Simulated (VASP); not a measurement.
A run of VASP 6.6.1 is set up as follows.

Contents of POSCAR:

```
AgCl
1.0
    0.0000000000      2.6791680073      2.6791680073
    2.6791680073      0.0000000000      2.6791680073
    2.6791680073      2.6791680073      0.0000000000
Ag Cl
1 1
Direct
    0.0000000000      0.0000000000      0.0000000000
    0.5000000000      0.5000000000      0.5000000000
```

File INCAR.step1:

```
PREC     = Accurate       # precision mode
ENCUT    = 520            # plane-wave cutoff, eV
ISMEAR   = -1             # smearing method
SIGMA    = 0.05           # smearing width, eV
LREAL    = False          # projectors in reciprocal space
LASPH    = True           # aspherical terms in the spheres
NELM     = 100            # most SCF steps
NBANDS   = 16             # bands
GGA      = PE             # functional
ALGO     = Normal         # electronic algorithm
EDIFF    = 1E-4           # SCF threshold, eV
LWAVE    = True           # write WAVECAR
LCHARG   = False          # write CHGCAR
```

The input INCAR.step2:

```
PREC     = Accurate       # precision mode
ENCUT    = 520            # plane-wave cutoff, eV
EDIFF    = 1E-7           # SCF threshold, eV
ISMEAR   = -1             # smearing method
SIGMA    = 0.05           # smearing width, eV
LREAL    = False          # projectors in reciprocal space
LASPH    = True           # aspherical terms in the spheres
NELM     = 100            # most SCF steps
ALGO     = Normal         # electronic algorithm
ISIF     = 2              # what is computed and relaxed
LWAVE    = False          # write WAVECAR
LCHARG   = True           # write CHGCAR
METAGGA  = R2SCAN         # meta-GGA
LMIXTAU  = True         
LELF     = True           # ELF
LVHAR    = True         
NBANDS   = 16             # bands
ISTART   = 1
```

KPOINTS

```
regular mesh
0
Gamma
  8 8 8
```

Potentials or basis: VASP PAW PBE potentials, release 64 (Ag, Cl).

The run is started by

```sh
$ cat potpaw_PBE.64/Ag/POTCAR potpaw_PBE.64/Cl/POTCAR > POTCAR
$ cp INCAR.step1 INCAR
$ mpirun -np 1 vasp_std > vasp.out
$ cp INCAR.step2 INCAR
$ mpirun -np 1 vasp_std > vasp.out
```

Q: Predict the pressure.

A: 6.7 GPa.

Q: Estimate the band gap on the k mesh.

A: 1.45 eV, indirect (least direct gap 4.11 eV).

Caveat: the PAW data sets were made with another functional, which shifts forces and pressure a little. A k mesh can miss the band edges.
